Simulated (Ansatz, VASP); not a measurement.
## HfZr2Se6: VASP beside Ansatz

File INCAR:

```
SYSTEM = HfZr2Se6
PREC = Accurate ; ENCUT = 520
EDIFF = 1E-7 ; ISMEAR = 0
SIGMA = 0.02 ; LREAL = .False.
LASPH = .True. ; NELM = 100
ALGO = Normal ; ISIF = 2
LWAVE = .False. ; LCHARG = .False.
GGA = PE ; NBANDS = 45
```

File KPOINTS:

```
Automatic mesh
0
Gamma
  12 12 2
  0 0 0
```

POSCAR

```
HfZr2Se6
1.0
    3.7897182879     -0.0000000289      0.0000000000
   -1.8948591189      3.2819923249      0.0000000000
    0.0000000000      0.0000000000     20.8159916000
Zr Hf Se
2 1 6
Direct
    0.0000000000      0.0000000000      0.8344340000
    0.0000000000      0.0000000000      0.1655660000
    0.0000000000      0.0000000000      0.5000000000
    0.3333333333      0.6666666667      0.9106720000
    0.3333333333      0.6666666667      0.2418020000
    0.3333333333      0.6666666667      0.5753470000
    0.6666666667      0.3333333333      0.0893280000
    0.6666666667      0.3333333333      0.4246530000
    0.6666666667      0.3333333333      0.7581980000
```

Input for Ansatz:

```yaml
crystal:
  lattice:
    - [3.7897182879, -2.89e-08, 0.0]
    - [-1.8948591189, 3.2819923249, 0.0]
    - [0.0, 0.0, 20.8159916]
  atoms:
    - { symbol: Zr, position: [0.0, 0.0, 0.834434] }
    - { symbol: Zr, position: [0.0, 0.0, 0.165566] }
    - { symbol: Hf, position: [0.0, 0.0, 0.5] }
    - { symbol: Se, position: [0.3333333333, 0.6666666667, 0.910672] }
    - { symbol: Se, position: [0.3333333333, 0.6666666667, 0.241802] }
    - { symbol: Se, position: [0.3333333333, 0.6666666667, 0.575347] }
    - { symbol: Se, position: [0.6666666667, 0.3333333333, 0.089328] }
    - { symbol: Se, position: [0.6666666667, 0.3333333333, 0.424653] }
    - { symbol: Se, position: [0.6666666667, 0.3333333333, 0.758198] }
basis:
  ecutwfc: 420
kpoints:
  mp_grid: { grid: [12, 12, 2] }
  band_path:
    path:
      - [[0.0, 0.0, 0.0], [0.5, 0.0, 0.0], [0.33333333, 0.33333333, 0.0], [0.0, 0.0, 0.0], [0.0, 0.0, 0.5], [0.5, 0.0, 0.5], [0.33333333, 0.33333333, 0.5], [0.0, 0.0, 0.5]]
      - [[0.5, 0.0, 0.5], [0.5, 0.0, 0.0]]
      - [[0.33333333, 0.33333333, 0.5], [0.33333333, 0.33333333, 0.0]]
    npoints: 14
hamiltonian:
  xc: pbe
scf:
  occupations: { method: gaussian, width: 0.02 }
  n_extra_bands: 22
output:
  forces: true
  stress: true
  eigenvalues: true
  populations: true
  dos: { projected: true, de: 0.02, nscf_kmesh: { grid: [18, 18, 3] } }
  bader: true
  write_density: true
  write_potential: true
  elf: true
  volumetric_format: npy
```

Alike in both runs: task single point; functional PBE; k mesh 12 × 12 × 2; occupations gaussian, width 0.02 eV; no spin polarisation.

|  | VASP | Ansatz |
| --- | --- | --- |
| version | VASP 6.6.1 | Ansatz 0.2.0 |
| potentials or method | VASP PAW PBE potentials, release 64 (Zr_sv, Hf_pv, Se), cutoff 520 eV | scalar-relativistic, plane waves, PAW |
| valence electrons in the cell | 70 | 146 |

Ansatz gave:

| Quantity | Value |
| --- | --- |
| gap on the k mesh at the Fermi level (eV) | 0.42 |
| least direct gap on the mesh (eV) | 1.11 |
| pressure (GPa) | 0.0 |
| rms of the force components (eV/Å) | 0.001 |

Which values does VASP return?

gap on the k mesh at the Fermi level (eV): 0.42; least direct gap on the mesh (eV): 1.11; pressure (GPa): 0.0; rms of the force components (eV/Å): 0.014.

Atom by atom the forces differ by 0.014 eV/Å (rms over components). VASP's potentials hold 70 valence electrons a cell and Ansatz's 146, so a difference there can come from the potentials and not from the codes.

Neither program's run includes spin-orbit coupling.
